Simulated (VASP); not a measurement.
# Sb (P6_3/mmc) in VASP: further runs

Aim: see how the results for Sb move with the level of theory and the settings. Levels: PBE-based screened hybrid, BLYP, PBE. Tasks: single point.

All numbers are computed with VASP 6.6.1; they aren't measurements. Logs are shortened: lines on timing, memory, paths and dates and some standing lists are left out, and cuts for length are marked.

### Step 1. The cell of the first run

It takes space group P6_3/mmc (No. 194, hexagonal). The conventional cell has a = 3.355 Å, b = 3.355 Å, c = 5.470 Å, α = 90.00°, β = 90.00°, γ = 120.00°. Sb (site symmetry -6m2) has 12 Sb at 3.35 Å within 4.4 Å.

### Step 2. Single point, PBE-based screened hybrid

Input file POSCAR:

```
Sb
1.0
    3.3545324186      0.0000000000      0.0000000000
   -1.6772662093      2.9051102923      0.0000000000
    0.0000000000      0.0000000000      5.4701606500
Sb
2
Direct
    0.6666666667      0.3333333333      0.7500000000
    0.3333333333      0.6666666667      0.2500000000
```

Input file INCAR.step1:

```
PREC = Accurate ; ENCUT = 520
EDIFF = 1E-5 ; ISMEAR = -1
SIGMA = 0.05 ; LREAL = False
LASPH = True ; NELM = 100
ALGO = Normal ; ISIF = 2
LWAVE = True ; LCHARG = False
NBANDS = 12 ; GGA = PE
```

Input file INCAR.step2:

```
PREC = Accurate ; ENCUT = 520
EDIFF = 1E-7 ; ISMEAR = -1
SIGMA = 0.05 ; LREAL = False
LASPH = True ; NELM = 100
ALGO = Normal ; ISIF = 2
LWAVE = False ; LCHARG = False
GGA = PE ; LHFCALC = True
AEXX = 0.4 ; HFSCREEN = 0.2
PRECFOCK = Normal ; NBANDS = 12
ISTART = 1
```

Input file KPOINTS:

```
regular mesh
0
Gamma
  5 5 3
```

Potentials or basis: VASP PAW PBE potentials, release 64 (Sb).

On the command line:

```console
$ cat potpaw_PBE.64/Sb/POTCAR > POTCAR
$ cp INCAR.step1 INCAR
$ mpirun -np 1 vasp_std > vasp.out
$ cp INCAR.step2 INCAR
$ mpirun -np 1 vasp_std > vasp.out
```

OUTCAR:

```text
PREC = Accurate
   ENCUT = 520
   EDIFF = 1E-7
   ISMEAR = -1
   LREAL = False
   LASPH = True
   NELM = 100
   ISIF = 2
   GGA = PE
   LHFCALC = True
   AEXX = 0.4
   HFSCREEN = 0.2
   PRECFOCK = Normal
   ISTART = 1

 ion  position               nearest neighbor table
   1  0.667  0.333  0.750-   2 3.35   2 3.35   2 3.35   2 3.35   2 3.35   2 3.35
   2  0.333  0.667  0.250-   1 3.35   1 3.35   1 3.35   1 3.35   1 3.35   1 3.35

  LATTYP: Found a hexagonal cell.
 ALAT       =     3.3545324186
 C/A-ratio  =     1.6306775334

  Lattice vectors:

 A1 = (   3.3545324186,   0.0000000000,   0.0000000000)
 A2 = (  -1.6772662093,   2.9051102923,   0.0000000000)
 A3 = (   0.0000000000,   0.0000000000,   5.4701606500)

Analysis of symmetry for initial positions (statically):
=====================================================================
 Subroutine PRICEL returns:
 Original cell was already a primitive cell.

 Routine SETGRP: Setting up the symmetry group for a
 hexagonal supercell.

 Subroutine GETGRP returns: Found 24 space group operations
 (whereof 12 operations were pure point group operations)
 out of a pool of 24 trial point group operations.

The static configuration has the point symmetry D_3d.
 The point group associated with its full space group is D_6h.

Analysis of symmetry for dynamics (positions and initial velocities):
=====================================================================
 Subroutine PRICEL returns:
 Original cell was already a primitive cell.

 Routine SETGRP: Setting up the symmetry group for a
 hexagonal supercell.

 Subroutine GETGRP returns: Found 24 space group operations
 (whereof 12 operations were pure point group operations)
 out of a pool of 24 trial point group operations.

The dynamic configuration has the point symmetry D_3d.
 The point group associated with its full space group is D_6h.

 Subroutine INISYM returns: Found 24 space group operations
 (whereof 12 operations are pure point group operations),
 and found     1 'primitive' translations

----------------------------------------------------------------------------------------

                                     Primitive cell

  volume of cell :      53.3083

  direct lattice vectors                    reciprocal lattice vectors
     3.354532419  0.000000000  0.000000000     0.298104139  0.172110505  0.000000000
    -1.677266209  2.905110292  0.000000000     0.000000000  0.344221010  0.000000000
     0.000000000  0.000000000  5.470160650     0.000000000  0.000000000  0.182809987

  length of vectors
     3.354532419  3.354532419  5.470160650     0.344221010  0.344221010  0.182809987

  position of ions in fractional coordinates (direct lattice)
     0.666666667  0.333333333  0.750000000
     0.333333333  0.666666667  0.250000000

  ion indices of the primitive-cell ions
   primitive index   ion index
                 1           1
                 2           2

----------------------------------------------------------------------------------------

 KPOINTS: regular mesh

Automatic generation of k-mesh.
 Grid dimensions read from file:
 generate k-points for:    5    5    3

 Generating k-lattice:

  Cartesian coordinates                     Fractional coordinates (reciprocal lattice)
     0.059620828  0.034422101  0.000000000     0.200000000  0.000000000  0.000000000
     0.000000000  0.068844202  0.000000000     0.000000000  0.200000000  0.000000000
     0.000000000  0.000000000  0.060936662     0.000000000  0.000000000  0.333333333

  Length of vectors
     0.068844202  0.068844202  0.060936662

  Shift w.r.t. Gamma in fractional coordinates (k-lattice)
     0.000000000  0.000000000  0.000000000

 Subroutine IBZKPT returns following result:
 ===========================================

 Found     10 irreducible k-points:

 Following reciprocal coordinates:
            Coordinates               Weight
  0.000000  0.000000  0.000000      1.000000
  0.200000 -0.000000  0.000000      6.000000
  0.400000  0.000000  0.000000      6.000000
  0.200000  0.200000  0.000000      6.000000
  0.400000  0.200000  0.000000      6.000000
  0.000000  0.000000  0.333333      2.000000
  0.200000 -0.000000  0.333333     12.000000
  0.400000  0.000000  0.333333     12.000000
  0.200000  0.200000  0.333333     12.000000
  0.400000  0.200000  0.333333     12.000000
   k-points           NKPTS =     10   k-points in BZ     NKDIM =     75   number of bands    NBANDS=     12
   number of dos      NEDOS =    301   number of ions     NIONS =      2
   total plane-waves  NPLWV =  32928
   dimension x,y,z NGX =    28 NGY =   28 NGZ =   42
   dimension x,y,z NGXF=    56 NGYF=   56 NGZF=   84
   ions per type =               2
   NGX,Y,Z   is equivalent  to a cutoff of  13.88, 13.88, 12.76 a.u.
   NGXF,Y,Z  is equivalent  to a cutoff of  27.75, 27.75, 25.53 a.u.
 SYSTEM =  unknown system
   PREC   = accura    normal or accurate (medium, high low for compatibility)
   ISTART =      1    job   : 0-new  1-cont  2-samecut
   ICHARG =      0    charge: 1-file 2-atom 10-const
   ISPIN  =      1    spin polarized calculation?
   LNONCOLLINEAR =      F non collinear calculations
   LSORBIT =      F    spin-orbit coupling
   LASPH  =      T    aspherical Exc in radial PAW
   ENCUT  =  520.0 eV  38.22 Ry    6.18 a.u.   6.24  6.24 10.17*2*pi/ulx,y,z
   NELM   =    100;   NELMIN=  2; NELMDL=  0     # of ELM steps
   EDIFF  = 0.1E-06   stopping-criterion for ELM
   LREAL  =      F    real-space projection
   EDIFFG = 0.1E-05   stopping-criterion for IOM
   NSW    =      0    number of steps for IOM
   IBRION =     -1    ionic relax: 0-MD 1-quasi-New 2-CG
   NFREE  =      0    steps in history (QN), initial steepest desc. (CG)
   ISIF   =      2    stress and relaxation
   ISYM   =      3    0-nonsym 1-usesym 2-fastsym
   POTIM  = 0.5000    time-step for ionic-motion
   TEBEG  =    0.0;   TEEND  =   0.0 temperature during run
   PSTRESS=    0.0 pullay stress
   NELECT =      10.0000    total number of electrons
   NUPDOWN=      -1.0000    fix difference up-down
   EMIN   =  10.00;   EMAX   =-10.00  energy-range for DOS
   EFERMI =   0.00;   METHOD = LEGACY
   ISMEAR =    -1;   SIGMA  =   0.05  broadening in eV -4-tet -1-fermi 0-gaus
   EFERMI_NEDOS =   21; number of points for ismear=-14 and -15
   IALGO  =     38    algorithm
   IMIX   =      1    mixing-type and parameters
     AMIX     =   0.40;   BMIX     =  1.00
     AMIX_MAG =   1.60;   BMIX_MAG =  1.00
  volume/ion in A,a.u.               =      26.65       179.87
  Fermi-wavevector in a.u.,A,eV,Ry     =   0.937152  1.770960 11.949364  0.878253
  Thomas-Fermi vector in A             =   2.064234
   LORBIT       =      0    0 simple, 1 ext, 2 COOP (PROOUT), +10 PAW based schemes
   GGA     = PE    functional components
   LHFCALC =     T    Hartree Fock is set to
   PRECFOCK=normal    Normal, Fast or Accurate (Low or Medium for compatibility)
   ENCUT4O =  -1.0   cutoff for four orbital integrals eV
   NKREDX  =     1    reduce k-point grid by
   NKREDY  =     1    reduce k-point grid by
   NKREDZ  =     1    reduce k-point grid by
   AEXX    =    0.4000 exact exchange contribution
   HFSCREEN=    0.2000 screening length (either q_TF or 0.3 A-1)
   HFSCREENC=   0.2000 screening length for correlation (either q_TF or 0.3 A-1)
   ENCUTFOCK=  -1.0 apply spherical cutoff to Coloumb kernel
   IVDW    =     0    specifies the selected vdW correction
   LEPSILON=     F    determine dielectric tensor
   LRPA    =     F    only Hartree local field effects (RPA)
 non-spin polarized calculation
  energy-cutoff  :      520.00
  volume of cell :       53.31
 maximum number of plane-waves:      1454
 NGX is ok and might be reduce to    28
  NGX = 20; NGY = 20; NGZ = 32

 number of electron      10.0000000 magnetization

 Free energy of the ion-electron system (eV)
  ---------------------------------------------------
  ext. energy  EPLUGINS =         0.00000000
  ---------------------------------------------------
  free energy    TOTEN  =       -10.94259785 eV

  energy without entropy =      -10.93625182  energy(sigma->0) =      -10.93942484

 E-fermi :   8.3236     XC(G=0):  -7.4614

 val. band max:        8.2201925961   @ k =   0.4000   0.2000   0.0000
 cond. band min:       8.4642804600   @ k =   0.2000  -0.0000   0.3333
 fundamental gap:      0.2440878639
 Fermi energy:         8.3235657202

 k-point     1 :       0.0000    0.0000    0.0000
  band No.  band energies     occupation
      1      -7.0020      2.00000
      2      -2.4356      2.00000
      3       1.1356      2.00000
      4      12.8000      0.00000
      5      12.8000      0.00000
      6      14.7028      0.00000
      7      14.7028      0.00000
      8      15.0153      0.00000
      9      17.2052      0.00000
     10      18.4989      0.00000
     11      19.5196      0.00000
     12      19.5196      0.00000

 k-point     2 :       0.2000   -0.0000    0.0000
  band No.  band energies     occupation
      1      -6.1818      2.00000
      2      -1.7103      2.00000
      3       2.0229      2.00000
      4       7.6840      1.99999
      5      10.8421      0.00000
      6      11.2941      0.00000
      7      13.6915      0.00000
      8      14.3973      0.00000
      9      15.5441      0.00000
     10      18.2766      0.00000
     11      19.2554      0.00000
     12      19.8826      0.00000

 k-point     3 :       0.4000    0.0000    0.0000
  band No.  band energies     occupation
      1      -3.8070      2.00000
      2      -0.4835      2.00000
      3       2.9483      2.00000
      4       4.4943      2.00000
      5       6.1045      2.00000
      6       9.1762      0.00000
      7       9.5335      0.00000
      8      13.0881      0.00000
      9      13.6768      0.00000
     10      17.2521      0.00000
     11      18.1777      0.00000
     12      18.7163      0.00000
[... 76 lines left out ...]
 k-point     9 :       0.2000    0.2000    0.3333
  band No.  band energies     occupation
      1      -3.9380      2.00000
      2      -2.1610      2.00000
      3       4.5576      2.00000
      4       6.0148      2.00000
      5       7.4380      2.00000
      6       7.5416      2.00000
      7       9.2361      0.00000
      8      12.3140      0.00000
      9      16.8978      0.00000
     10      17.3797      0.00000
     11      18.8527      0.00000
     12      19.2440      0.00000

 k-point    10 :       0.4000    0.2000    0.3333
  band No.  band energies     occupation
      1      -1.6270      2.00000
      2      -0.8455      2.00000
      3       2.3080      2.00000
      4       3.2325      2.00000
      5       5.4770      2.00000
      6       7.2510      2.00000
      7       9.9342      0.00000
      8      11.3357      0.00000
      9      15.7871      0.00000
     10      17.8140      0.00000
     11      17.9908      0.00000
     12      18.7545      0.00000

------------------------ aborting loop because EDIFF is reached ----------------------------------------

  FORCE on cell =-STRESS in cart. coord.  units (eV):
  Direction    XX          YY          ZZ          XY          YZ          ZX
  --------------------------------------------------------------------------------------
  -------------------------------------------------------------------------------------
  Total       -2.4882532     -2.4882532     -0.5751729      0.0000000      0.0000000      0.0000000
  in kB      -74.7843038    -74.7843038    -17.2867888      0.0000000      0.0000000      0.0000000
  external PRESSURE =     -55.6184655 kB  Pullay stress =       0.0000000 kB

 VOLUME and BASIS-vectors are now :
 -----------------------------------------------------------------------------
  energy-cutoff  :      520.00
  volume of cell :       53.31
      direct lattice vectors                 reciprocal lattice vectors
     3.354532419  0.000000000  0.000000000     0.298104139  0.172110505  0.000000000
    -1.677266209  2.905110292  0.000000000     0.000000000  0.344221010  0.000000000
     0.000000000  0.000000000  5.470160650     0.000000000  0.000000000  0.182809987

 POSITION                                       TOTAL-FORCE (eV/Angst)
 -----------------------------------------------------------------------------------
      1.67727      0.96837      4.10262         0.000000     -0.000000      0.000000
     -0.00000      1.93674      1.36754        -0.000000      0.000000      0.000000
 -----------------------------------------------------------------------------------
    total drift:                                0.000000      0.000000      0.000000

  FREE ENERGIE OF THE ION-ELECTRON SYSTEM (eV)
  ---------------------------------------------------
  free  energy   TOTEN  =       -10.9425978547 eV

  energy  without entropy=      -10.9362518231  energy(sigma->0) =      -10.93942484
```

Run time: 9.4 min. Hardware: 1 thread of Intel Xeon Platinum 8488C (Sapphire Rapids), shared host; peak memory 0.27 GiB.

What came out:

```yaml
Free_energy: -10.9426 eV
Pressure: -5.6 GPa
Band_gap_on_the_k_mesh: zero (band 5 reaches 13.28 eV, above the bottom of band 6 at 6.18 eV)
```

Caveat: the k points lie up to 0.43 Å⁻¹ apart; the PAW data sets were made with another functional, which shifts forces and pressure a little; spin-orbit coupling is left out, which moves the levels of the heavy elements.

### Step 3. Single point, PBE-based screened hybrid

POSCAR is that of step 2.

Input file INCAR.step1:

```
SYSTEM = Sb
ALGO = Normal
EDIFF = 1E-5
ENCUT = 520
GGA = PE
ISIF = 2
ISMEAR = -1
LASPH = .True.
LREAL = .False.
LWAVE = .True.
NBANDS = 12
NELM = 100
PREC = Accurate
SIGMA = 0.05
```

Input file INCAR.step2:

```
SYSTEM = Sb
AEXX = 0.5
ALGO = Normal
EDIFF = 1E-7
ENCUT = 520
GGA = PE
HFSCREEN = 0.2
ISIF = 2
ISMEAR = -1
ISTART = 1
LASPH = .True.
LCHARG = .True.
LELF = .True.
LHFCALC = .True.
LREAL = .False.
LVHAR = .True.
LWAVE = .False.
NBANDS = 12
NELM = 100
PREC = Accurate
PRECFOCK = Normal
SIGMA = 0.05
```

Input file KPOINTS:

```
k-points
0
Gamma
  5 5 3
  0 0 0
```

Potentials or basis: VASP PAW PBE potentials, release 64 (Sb).

On the command line:

```console
$ cat potpaw_PBE.64/Sb/POTCAR > POTCAR
$ cp INCAR.step1 INCAR
$ mpirun -np 1 vasp_std > vasp.out
$ cp INCAR.step2 INCAR
$ mpirun -np 1 vasp_std > vasp.out
```

It took 9.9 min on 1 thread of Intel Xeon Platinum 8488C (Sapphire Rapids), shared host; peak memory 0.26 GiB.

Results (log left out):

```yaml
Free_energy: -12.2597 eV
Pressure: -7.7 GPa
Band_gap_on_the_k_mesh: zero (band 5 reaches 13.34 eV, above the bottom of band 6 at 5.89 eV)
```

Stress tensor (GPa, compression positive):
```
-9.69  0.00  0.00
 0.00 -9.69  0.00
 0.00  0.00 -3.82
```

Levels at points of the mesh, in eV from the Fermi level:
| k point | band 3 | band 4 | band 5 | band 6 | band 7 | band 8 |
| --- | --- | --- | --- | --- | --- | --- |
| (0.00, 0.00, 0.00) | -7.54 | 4.66 | 4.66 | 6.63 | 6.63 | 6.94 |

Caveat: the k points lie up to 0.43 Å⁻¹ apart; the PAW data sets were made with another functional, which shifts forces and pressure a little; spin-orbit coupling is left out, which moves the levels of the heavy elements.

(Continued in part 2 of 2.)
